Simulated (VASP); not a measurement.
Here is a VASP 6.6.1 calculation.

File INCAR:

```
PREC     = Accurate       # precision mode
ENCUT    = 520            # plane-wave cutoff, eV
EDIFF    = 1E-7           # SCF threshold, eV
ISMEAR   = 0              # smearing method
SIGMA    = 0.1            # smearing width, eV
LREAL    = False          # projectors in reciprocal space
LASPH    = True           # aspherical terms in the spheres
NELM     = 150            # most SCF steps
ALGO     = Normal         # electronic algorithm
ISIF     = 2              # what is computed and relaxed
LWAVE    = False          # write WAVECAR
LCHARG   = False          # write CHGCAR
ISPIN    = 2              # spin polarisation
MAGMOM   = 0 1 1 1 1 0    # initial moments
LORBIT   = 11             # projections on sites
LMAXMIX  = 4              # l up to which the mixer works
GGA      = PE             # functional
NBANDS   = 40             # bands
```

KPOINTS

```
regular mesh
0
Gamma
  6 6 4
```

File POSCAR:

```
LiTa4O
1.0
    5.5074627089      0.0000000000      0.0000000000
   -2.7537313545      4.7696026163      0.0000000000
    0.0000000000      0.0000000000      4.4270358937
Li Ta O
1 4 1
Direct
    0.0000000000      0.0000000000      0.0000000000
    0.6666666667      0.3333333333      0.0000000000
    0.5046482216      0.0092964431      0.5000000000
    0.9907035569      0.4953517784      0.5000000000
    0.5046482216      0.4953517784      0.5000000000
    0.3333333333      0.6666666667      0.0000000000
```

Potentials or basis: VASP PAW PBE potentials, release 64 (Li_sv, Ta_pv, O).

Run with:

```bash
$ cat potpaw_PBE.64/Li_sv/POTCAR potpaw_PBE.64/Ta_pv/POTCAR potpaw_PBE.64/O/POTCAR > POTCAR
$ mpirun -np 1 vasp_std > vasp.out
```

(1) Predict the net moment.

Answers

(1) 0.00 μB per cell.
